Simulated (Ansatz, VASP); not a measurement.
**Two plane-wave programs on MgO**

```
Mg O
1.0
     0.00000    2.10715    2.10715
     2.10715    0.00000    2.10715
     2.10715    2.10715    0.00000
Mg O
1 1
Direct
  0.00000 0.00000 0.00000
  0.50000 0.50000 0.50000
```

Alike in both runs: functional PBEsol; k mesh 10 × 10 × 10; no spin polarisation.

Ansatz relaxed the structure, and its values are those at the end. VASP's run is a single point on that final structure, the one shown.

|  | VASP | Ansatz |
| --- | --- | --- |
| version | VASP 6.6.1 | Ansatz 0.2.0 |
| potentials or method | VASP PAW PBE potentials, release 64 (Mg, O) | plane waves, PAW |
| plane-wave cutoff (eV) | 600 | 420 |
| occupations | gaussian, width 0.01 eV | fixed |
| valence electrons in the cell | 8 | 16 |

```csv
,VASP,Ansatz,Ansatz less VASP
pressure (GPa),-0.7,0.0,+0.72
```

VASP's potentials were made for PBE, not for PBEsol. VASP's potentials hold 8 valence electrons a cell and Ansatz's 16, so a difference there can come from the potentials and not from the codes.
